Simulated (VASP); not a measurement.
Input of a VASP 6.6.1 run:

INCAR

```
SYSTEM = Be2CdO3
PREC = Accurate
ENCUT = 520
EDIFF = 1E-6
ISMEAR = 0
SIGMA = 0.1
LREAL = .False.
LASPH = .True.
NELM = 60
ALGO = Normal
ISIF = 2
LWAVE = .False.
LCHARG = .True.
GGA = PE
LELF = .True.
LVHAR = .True.
NBANDS = 26
```

File KPOINTS:

```
Automatic mesh
0
Gamma
  12 12 12
  0 0 0
```

POSCAR

```
Be2CdO3
1.0
    2.6184362762      1.5117548889      3.8196795144
   -2.6184362762      1.5117548889      3.8196795144
    0.0000000000     -3.0235097778      3.8196795144
Be Cd O
2 1 3
Direct
    0.8026006204      0.8026006204      0.8026006204
    0.1973993796      0.1973993796      0.1973993796
    0.0000000000      0.0000000000      0.0000000000
    0.0000000000      0.5000000000      0.0000000000
    0.5000000000      0.0000000000      0.0000000000
    0.0000000000      0.0000000000      0.5000000000
```

Potentials or basis: VASP PAW PBE potentials, release 64 (Be, Cd, O).

The run is started by

```bash
$ cat potpaw_PBE.64/Be/POTCAR potpaw_PBE.64/Cd/POTCAR potpaw_PBE.64/O/POTCAR > POTCAR
$ mpirun -np 1 vasp_std > vasp.out
```

Problem. Estimate the largest force.

Solution. 0.045 eV/Å.

Problem. What does it give for the band gap on the k mesh?

Solution. Zero (band 17 reaches 0.24 eV, above the bottom of band 18 at 0.17 eV).

Stress tensor (GPa, compression positive):
```
0.24 0.00 0.00
0.00 0.24 0.00
0.00 0.00 0.67
```
